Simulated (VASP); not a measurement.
A run of VASP 6.6.1 is set up as follows.

File INCAR:

```
  ALGO = Fast
  EDIFF = 1E-6
  ENCUT = 520
  GGA = PE
  ISIF = 2
  ISMEAR = 0
  LASPH = T
  LCHARG = T
  LELF = T
  LREAL = F
  LVHAR = T
  LWAVE = F
  NBANDS = 20
  NELM = 100
  PREC = Accurate
  SIGMA = 0.1
```

File KPOINTS:

```
k-points
0
Gamma
  18 18 18
```

Contents of POSCAR:

```
GaMo
1.0
    1.4263575001      0.8235078866      4.4495312090
   -1.4263575001      0.8235078866      4.4495312090
    0.0000000000     -1.6470157733      4.4495312090
Ga Mo
1 1
Direct
    0.5000000000      0.5000000000      0.5000000000
    0.0000000000      0.0000000000      0.0000000000
```

Potentials or basis: VASP PAW PBE potentials, release 64 (Ga_d, Mo_sv).

Command:

```bash
$ cat potpaw_PBE.64/Ga_d/POTCAR potpaw_PBE.64/Mo_sv/POTCAR > POTCAR
$ mpirun -np 1 vasp_std > vasp.out
```

Task: Predict the pressure.

Result: 0.4 GPa.

Task: What does it give for the band gap on the k mesh?

Result: Zero (an odd number of electrons rules out a gap without spin polarisation).

Stress tensor (GPa, compression positive):
```
0.33 0.00 0.00
0.00 0.33 0.00
0.00 0.00 0.47
```
